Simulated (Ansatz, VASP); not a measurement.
## One calculation of GdN, two programs

```
Gd N
1.0
     0.00000    2.72933    2.72933
     2.72933    0.00000    2.72933
     2.72933    2.72933    0.00000
Gd N
1 1
Cartesian
  0.0000 0.0000 0.0000
  1.3647 1.3647 1.3647
```

Alike in both runs: task single point; functional LDA; k mesh 6 × 6 × 6; occupations gaussian, width 0.05 eV; collinear spin; Hubbard terms Gd f U = 8.0 eV.

|  | VASP | Ansatz |
| --- | --- | --- |
| version | VASP 6.6.1 | Ansatz 0.2.0 |
| potentials or method | VASP PAW PBE potentials, release 64 (Gd, N), cutoff 600 eV | scalar-relativistic, plane waves, PAW |
| valence electrons in the cell | 23 | 23 |

Ansatz gave:

```
gap on the k mesh at the Fermi level (eV)                     : 1.53
least direct gap on the mesh (eV)                             : 1.78
pressure (GPa)                                                : -10.9
net moment per atom (μB)                                      : 3.50
size of the moment on the site where the two differ most (μB) : 0.10
```

Which values does VASP return?

gap on the k mesh at the Fermi level (eV): 1.49; least direct gap on the mesh (eV): 1.81; pressure (GPa): -10.5; net moment per atom (μB): 3.50; size of the moment on the site where the two differ most (μB): 0.08.

VASP's potentials were made for PBE, not for LDA. LDA's correlation is that of Perdew and Zunger in VASP and of Perdew and Wang (1992) in Ansatz. Site moments also hang on the region over which each program counts them. The programs project onto different local orbitals, so the same U acts differently, and such runs can settle in different states. Ansatz's warnings: stress scf threshold loose.

Spin-orbit coupling is off throughout.
